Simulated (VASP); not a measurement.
# GdO (F-43m) in VASP: a series of runs, part 2 of 2

VASP 6.6.1. Earlier steps stand in the parts before.

**3. Single point, PBEsol+D3(BJ), collinear spin, ferromagnetic start**

This run uses another cell than the first one, of 18.28 Å³/atom.

Input file INCAR:

```
ALGO = Normal ; EDIFF = 1E-7
ENCUT = 520 ; GGA = PS
ISIF = 2 ; ISMEAR = -1
ISPIN = 2 ; IVDW = 12
LASPH = T ; LCHARG = T
LELF = T ; LMAXMIX = 6
LORBIT = 11 ; LREAL = F
LVHAR = T ; LWAVE = F
MAGMOM = 7 0 ; NBANDS = 23
NELM = 150 ; PREC = Accurate
SIGMA = 0.05
```

Input file KPOINTS:

```
k-points
0
Gamma
  9 9 9
```

Input file POSCAR:

```
GdO
1.0
    0.0000000000      2.6342242461      2.6342242461
    2.6342242461      0.0000000000      2.6342242461
    2.6342242461      2.6342242461      0.0000000000
Gd O
1 1
Direct
    0.0000000000      0.0000000000      0.0000000000
    0.2500000000      0.2500000000      0.2500000000
```

Potentials or basis: VASP PAW PBE potentials, release 64 (Gd, O).

The run is started by

```bash
> cat potpaw_PBE.64/Gd/POTCAR potpaw_PBE.64/O/POTCAR > POTCAR
> mpirun -np 1 vasp_std > vasp.out
```

OUTCAR:

```text
EDIFF = 1E-7
   ENCUT = 520
   GGA = PS
   ISIF = 2
   ISMEAR = -1
   ISPIN = 2
   IVDW = 12
   LASPH = T
   LORBIT = 11
   LREAL = F
   NELM = 150
   PREC = Accurate
 IVDW          = 12

 ion  position               nearest neighbor table
   1  0.000  0.000  0.000-   2 2.28   2 2.28   2 2.28   2 2.28
   2  0.250  0.250  0.250-   1 2.28   1 2.28   1 2.28   1 2.28

  LATTYP: Found a face centered cubic cell.
 ALAT       =     5.2684484922

  Lattice vectors:

 A1 = (   0.0000000000,   2.6342242461,   2.6342242461)
 A2 = (   2.6342242461,   0.0000000000,   2.6342242461)
 A3 = (   2.6342242461,   2.6342242461,   0.0000000000)

Analysis of symmetry for initial positions (statically):
=====================================================================
 Subroutine PRICEL returns:
 Original cell was already a primitive cell.

 Routine SETGRP: Setting up the symmetry group for a
 face centered cubic supercell.

 Subroutine GETGRP returns: Found 24 space group operations
 (whereof 24 operations were pure point group operations)
 out of a pool of 48 trial point group operations.

The static configuration has the point symmetry T_d .

Analysis of symmetry for dynamics (positions and initial velocities):
=====================================================================
 Subroutine PRICEL returns:
 Original cell was already a primitive cell.

 Routine SETGRP: Setting up the symmetry group for a
 face centered cubic supercell.

 Subroutine GETGRP returns: Found 24 space group operations
 (whereof 24 operations were pure point group operations)
 out of a pool of 48 trial point group operations.

The dynamic configuration has the point symmetry T_d .

Analysis of structural, dynamic, and magnetic symmetry:
=====================================================================
 Subroutine PRICEL returns:
 Original cell was already a primitive cell.

 Routine SETGRP: Setting up the symmetry group for a
[... 148 lines left out ...]
  ---------------------------------------------------
  free energy    TOTEN  =       -22.70960773 eV

  energy without entropy =      -22.69462756  energy(sigma->0) =      -22.70211765

 E-fermi :   4.4947     XC(G=0): -10.6630

 val. band max:        4.4050463562   @ k =   0.3333   0.0000   0.0000
 cond. band min:       4.4949803228   @ k =   0.3333   0.2222   0.1111
 fundamental gap:      0.0899339666
 Fermi energy:         4.4947310878

 spin component 1

 k-point     1 :       0.0000    0.0000    0.0000
  band No.  band energies     occupation
      1     -40.8946      1.00000
      2     -18.1586      1.00000
      3     -18.1586      1.00000
      4     -18.1586      1.00000
      5     -15.3040      1.00000
      6      -1.8847      1.00000
[... 613 lines left out ...]
     22      14.5807      0.00000
     23      15.2874      0.00000

 [... further k-points ...]

 spin component 2

 k-point     1 :       0.0000    0.0000    0.0000
  band No.  band energies     occupation
      1     -37.7674      1.00000
      2     -15.8377      1.00000
      3     -15.8377      1.00000
      4     -15.8377      1.00000
      5     -15.2503      1.00000
      6      -1.5540      1.00000
[... 613 lines left out ...]
     22      15.9441      0.00000
     23      16.4117      0.00000

 [... further k-points ...]

------------------------ aborting loop because EDIFF is reached ----------------------------------------

 Edisp (eV)   -0.60739

 E8    (eV) :    -0.4305

  FORCE on cell =-STRESS in cart. coord.  units (eV):
  Direction    XX          YY          ZZ          XY          YZ          ZX
  --------------------------------------------------------------------------------------
  -------------------------------------------------------------------------------------
  Total       0.03843     0.03843     0.03843     0.00000     0.00000    -0.00000
  in kB       1.68415     1.68415     1.68415     0.00000     0.00000    -0.00000
  external pressure =        1.68 kB  Pullay stress =        0.00 kB

 VOLUME and BASIS-vectors are now :
 -----------------------------------------------------------------------------
  energy-cutoff  :      520.00
  volume of cell :       36.56
      direct lattice vectors                 reciprocal lattice vectors
     0.000000000  2.634224246  2.634224246    -0.189809201  0.189809201  0.189809201
     2.634224246  0.000000000  2.634224246     0.189809201 -0.189809201  0.189809201
     2.634224246  2.634224246  0.000000000     0.189809201  0.189809201 -0.189809201

 POSITION                                       TOTAL-FORCE (eV/Angst)
 -----------------------------------------------------------------------------------
      0.00000      0.00000      0.00000        -0.000000      0.000000      0.000000
      1.31711      1.31711      1.31711         0.000000      0.000000     -0.000000
 -----------------------------------------------------------------------------------
    total drift:                               -0.000000     -0.000000     -0.000000

  FREE ENERGIE OF THE ION-ELECTRON SYSTEM (eV)
  ---------------------------------------------------
  free  energy   TOTEN  =       -23.3169960242 eV

  energy  without entropy=      -23.3020158595  energy(sigma->0) =      -23.30950594

 total charge

# of ion       s       p       d       f       tot
--------------------------------------------------
    1        2.035   5.625   0.522   7.077  15.259
    2        1.567   3.436   0.000   0.000   5.003
--------------------------------------------------
tot          3.602   9.061   0.522   7.077  20.262

 magnetization (x)

# of ion       s       p       d       f       tot
--------------------------------------------------
    1        0.001  -0.045   0.186   6.727   6.870
    2        0.001  -0.032   0.000   0.000  -0.031
--------------------------------------------------
tot          0.002  -0.077   0.186   6.727   6.838
```

OSZICAR:

```text
N       E                     dE             d eps       ncg     rms          rms(c)
DAV:   1     0.150961471303E+03    0.15096E+03   -0.86952E+03  4559   0.536E+03
DAV:   2    -0.195629449611E+01   -0.15292E+03   -0.13253E+03  4538   0.462E+02
DAV:   3    -0.208684367838E+02   -0.18912E+02   -0.18504E+02  4715   0.119E+02
DAV:   4    -0.228252608142E+02   -0.19568E+01   -0.19401E+01  6061   0.266E+01
DAV:   5    -0.228836855050E+02   -0.58425E-01   -0.58373E-01  4827   0.580E+00    0.446E+01
DAV:   6    -0.257560329854E+02   -0.28723E+01   -0.21931E+01  5148   0.154E+02    0.883E+01
DAV:   7    -0.227262473919E+02    0.30298E+01   -0.42098E+00  5260   0.770E+01    0.382E+01
DAV:   8    -0.227184375230E+02    0.78099E-02   -0.75410E-01  5459   0.142E+01    0.203E+01
DAV:   9    -0.226823806276E+02    0.36057E-01   -0.21421E-01  5437   0.119E+01    0.961E+00
DAV:  10    -0.227106137881E+02   -0.28233E-01   -0.37113E-02  5433   0.307E+00    0.182E+00
DAV:  11    -0.227088850168E+02    0.17288E-02   -0.20777E-02  4970   0.587E+00    0.101E+00
DAV:  12    -0.227095128213E+02   -0.62780E-03   -0.21892E-03  5449   0.526E-01    0.421E-01
DAV:  13    -0.227095902838E+02   -0.77462E-04   -0.44146E-04  5660   0.631E-01    0.352E-01
DAV:  14    -0.227096113843E+02   -0.21101E-04   -0.14612E-04  5254   0.111E-01    0.318E-01
DAV:  15    -0.227096170756E+02   -0.56913E-05   -0.18322E-05  4921   0.113E-01    0.186E-01
DAV:  16    -0.227096065987E+02    0.10477E-04   -0.49170E-05  4363   0.298E-01    0.499E-02
DAV:  17    -0.227096076589E+02   -0.10602E-05   -0.69684E-06  5332   0.378E-02    0.220E-02
DAV:  18    -0.227096077278E+02   -0.68940E-07   -0.79975E-07  5503   0.190E-02
   1 F= -.23316996E+02 E0= -.23309506E+02  d E =-.149802E-01  mag=     7.5055
```

It took 45 s on 1 thread of Intel Xeon 6975P-C (Granite Rapids), shared host; peak memory 0.22 GiB.

Results:

| Quantity | Value |
| --- | --- |
| Free energy | -23.3170 eV |
| Pressure | 0.2 GPa |
| Net moment | 7.50 μB per cell |
| Site moments | Gd +6.87; O -0.03 μB |
| Valence electrons inside the program's atomic spheres | Gd 15.26; O 5.00 |
| Dispersion energy per atom | -0.304 eV |

Levels at points of the mesh, in eV from the Fermi level:
Spin up:
```tsv
k point	band 13	band 14	band 15	band 16	band 17	band 18	band 19	band 20
(0.00, 0.00, 0.00)	-4.51	-4.51	-4.51	-2.15	2.59	2.59	4.80	4.80
```
Spin down:
```
           k point  band 6  band 7  band 8  band 9  band 10  band 11
(0.00, 0.00, 0.00)   -6.05   -6.05   -6.05   -1.60     0.48     0.48
```

Caveat: the PAW data sets were made with another functional, which shifts forces and pressure a little; spin-orbit coupling is left out, which moves the levels of the heavy elements; a cell with one magnetic atom can't hold antiferromagnetic order, which such compounds often take; semilocal functionals describe open f shells poorly, which spoils levels, moments and volumes.

**4. Single point, RPBE, collinear spin, ferromagnetic start**

Input file INCAR:

```
PREC     = Accurate       # precision mode
ENCUT    = 520            # plane-wave cutoff, eV
EDIFF    = 1E-6           # SCF threshold, eV
ISMEAR   = -1             # smearing method
SIGMA    = 0.05           # smearing width, eV
LREAL    = F              # projectors in reciprocal space
LASPH    = T              # aspherical terms in the spheres
NELM     = 150            # most SCF steps
ALGO     = Normal         # electronic algorithm
ISIF     = 2              # what is computed and relaxed
LWAVE    = F              # write WAVECAR
LCHARG   = T              # write CHGCAR
ISPIN    = 2              # spin polarisation
MAGMOM   = 7 0            # initial moments
LORBIT   = 11             # projections on sites
LMAXMIX  = 6              # l up to which the mixer works
GGA      = RP             # functional
LELF     = T              # ELF
LVHAR    = T            
NBANDS   = 23             # bands
```

Input file KPOINTS:

```
regular mesh
0
Gamma
  9 9 9
```

Input file POSCAR:

```
GdO
1.0
    0.0000000000      2.7000000000      2.7000000000
    2.7000000000      0.0000000000      2.7000000000
    2.7000000000      2.7000000000      0.0000000000
Gd O
1 1
Direct
    0.0000000000      0.0000000000      0.0000000000
    0.2500000000      0.2500000000      0.2500000000
```

The run is started by

```bash
> cat potpaw_PBE.64/Gd/POTCAR potpaw_PBE.64/O/POTCAR > POTCAR
> mpirun -np 1 vasp_std > vasp.out
```

It took 57 s on 1 thread of Intel Xeon 6975P-C (Granite Rapids), shared host; peak memory 0.21 GiB.

Results (log left out):

```
Free energy                                           : -21.4078 eV
Pressure                                              : 2.2 GPa
Net moment                                            : 7.68 μB per cell
Site moments                                          : Gd +6.90; O -0.01 μB
Valence electrons inside the program's atomic spheres : Gd 15.21; O 5.01
```

Levels at points of the mesh, in eV from the Fermi level:
Spin up:
| k point | band 13 | band 14 | band 15 | band 16 | band 17 | band 18 | band 19 | band 20 |
| --- | --- | --- | --- | --- | --- | --- | --- | --- |
| (0.00, 0.00, 0.00) | -4.80 | -4.80 | -4.80 | -2.26 | 2.60 | 2.60 | 4.48 | 4.48 |
Spin down:
| k point | band 6 | band 7 | band 8 | band 9 | band 10 | band 11 |
| --- | --- | --- | --- | --- | --- | --- |
| (0.00, 0.00, 0.00) | -5.53 | -5.53 | -5.53 | -1.12 | 0.37 | 0.37 |

Caveat: the PAW data sets were made with another functional, which shifts forces and pressure a little; spin-orbit coupling is left out, which moves the levels of the heavy elements; a cell with one magnetic atom can't hold antiferromagnetic order, which such compounds often take; semilocal functionals describe open f shells poorly, which spoils levels, moments and volumes.

**5. Overview**

```csv
level,cell,k mesh,gap on the mesh (eV),pressure (GPa),moment (μB)
PBE,"a = 3.818 Å, angles 60.0°, 2 atoms",3 × 3 × 3,none,-2.1,7.60
PBEsol+D3(BJ),"a = 3.725 Å, angles 60.0°, 2 atoms",9 × 9 × 9,none,0.2,7.50
RPBE,"a = 3.818 Å, angles 60.0°, 2 atoms",9 × 9 × 9,none,2.2,7.68
```

Alike in all rows: task single point; potentials or basis VASP PAW PBE potentials, release 64 (Gd, O); spin collinear, ferromagnetic start; cutoff (eV) 520; smearing fermi-dirac 0.05 eV.

Caveats: some runs use coarse meshes; spin-orbit coupling is left out, which moves the levels of the heavy elements; a cell with one magnetic atom can't hold antiferromagnetic order, which such compounds often take; semilocal functionals describe open f shells poorly, which spoils levels, moments and volumes; the PAW data sets were made with another functional, which shifts forces and pressure a little (at least some runs).

Total energies depend on the potentials used, so only differences within one code and one set of settings carry meaning.
